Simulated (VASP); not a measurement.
Runs of VASP 6.6.1 on AlNi3. The structure is that of space group Pm-3m (No. 221), or close to it. The cells are those of the table. 

| task | cell | k mesh | cutoff (eV) | gap on the mesh (eV) | pressure (GPa) | moment (μB) |
| --- | --- | --- | --- | --- | --- | --- |
| relaxation of cell and atoms | relaxed to -3 GPa from a = 3.552 Å, 4 atoms | 12 × 12 × 12 | 600 | none | -3.0 | 0.67 |
| single point | a = 3.519 Å, 4 atoms | 12 × 12 × 12 | 520 | none | (b) | 0.66 |
| single point | a = 3.484 Å, 4 atoms | 12 × 12 × 12 | 520 | none | 6.7 | 0.63 |
| single point | a = 3.523 Å, 4 atoms | 12 × 12 × 12 | 520 | none | -0.6 | 0.66 |
| single point | a = 3.414, b = 3.414, c = 3.646 Å, 4 atoms | 14 × 14 × 14 | 520 | none | (a) | 0.53 |

Alike in all rows: level PBEsol; potentials or basis VASP PAW PBE potentials, release 64 (Al, Ni); spin collinear, ferromagnetic start; smearing gaussian 0.1 eV.

Estimate the missing entries.

(a) 5.7; (b) 0.1.

Caveats: the PAW data sets were made with another functional, which shifts forces and pressure a little; the cell stands under pressure (at least some runs); the cell is relaxed towards a set pressure, so the run minimises the enthalpy, not the energy (at least some runs).

A gap of «none» marks levels without a gap at the run's occupations.
